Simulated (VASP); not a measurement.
Set up this calculation in VASP 6.6.1, as the native input.

| Property | Result |
| --- | --- |
| Task | single point |
| Functional | PBE |
| Potentials or basis | VASP PAW PBE potentials, release 64 (Al, Cu) |
| Cutoff | 520 eV |
| k mesh | 16 × 16 × 16 |
| Occupations | gaussian, width 0.1 eV |
| Spin | no spin polarisation |
| Dipole correction | no |
| k mesh for the DOS | 24 × 24 × 24 |
| Occupations for the DOS | tetrahedron |
| Further INCAR settings | ALGO = Fast; EDIFF = 1e-07 |

Crystal: Al2Cu.

```
CELL_PARAMETERS angstrom
-2.04475 2.04475 2.89167
2.04475 -2.04475 2.89167
2.04475 2.04475 -2.89167
ATOMIC_POSITIONS crystal
Al 0.75000 0.25000 0.50000
Al 0.25000 0.75000 0.50000
Cu 0.50000 0.50000 0.00000
```

The input as run:

POSCAR

```
Al2Cu
1.0
   -2.0447501002      2.0447501002      2.8916747215
    2.0447501002     -2.0447501002      2.8916747215
    2.0447501002      2.0447501002     -2.8916747215
Al Cu
2 1
Direct
    0.7500000000      0.2500000000      0.5000000000
    0.2500000000      0.7500000000      0.5000000000
    0.5000000000      0.5000000000      0.0000000000
```

INCAR.step1

```
SYSTEM = Al2Cu
  PREC = Accurate
  ENCUT = 520
  EDIFF = 1E-7
  ISMEAR = 0
  SIGMA = 0.1
  LREAL = .FALSE.
  LASPH = .TRUE.
  NELM = 80
  ALGO = Fast
  ISIF = 2
  LWAVE = .FALSE.
  LCHARG = .TRUE.
  LMAXMIX = 4
  GGA = PE
  NBANDS = 16
```

KPOINTS.step1

```
regular mesh
0
G
  16 16 16
  0 0 0
```

INCAR.step2

```
SYSTEM = Al2Cu
  PREC = Accurate
  ENCUT = 520
  EDIFF = 1E-7
  ISMEAR = -5
  SIGMA = 0.1
  LREAL = .FALSE.
  LASPH = .TRUE.
  NELM = 80
  ALGO = Fast
  ISIF = 2
  LWAVE = .FALSE.
  LCHARG = .FALSE.
  LMAXMIX = 4
  GGA = PE
  LORBIT = 11
  NEDOS = 2001
  ICHARG = 11
```

KPOINTS.step2

```
regular mesh
0
G
  24 24 24
  0 0 0
```

Potentials or basis: VASP PAW PBE potentials, release 64 (Al, Cu).

Launch:

```bash
$ cat potpaw_PBE.64/Al/POTCAR potpaw_PBE.64/Cu/POTCAR > POTCAR
$ cp INCAR.step1 INCAR
$ cp KPOINTS.step1 KPOINTS
$ mpirun -np 1 vasp_std > vasp.out
$ cp INCAR.step2 INCAR
$ cp KPOINTS.step2 KPOINTS
$ mpirun -np 1 vasp_std > vasp.out
```

Results of the run:

```
Valence electrons inside the program's atomic spheres : Al 0.77; Cu 10.16
```

Wall time 14 min on 1 thread of Intel(R) Xeon(R) 6975P-C (Granite Rapids), with other jobs on the host, peak memory 0.75 GiB.
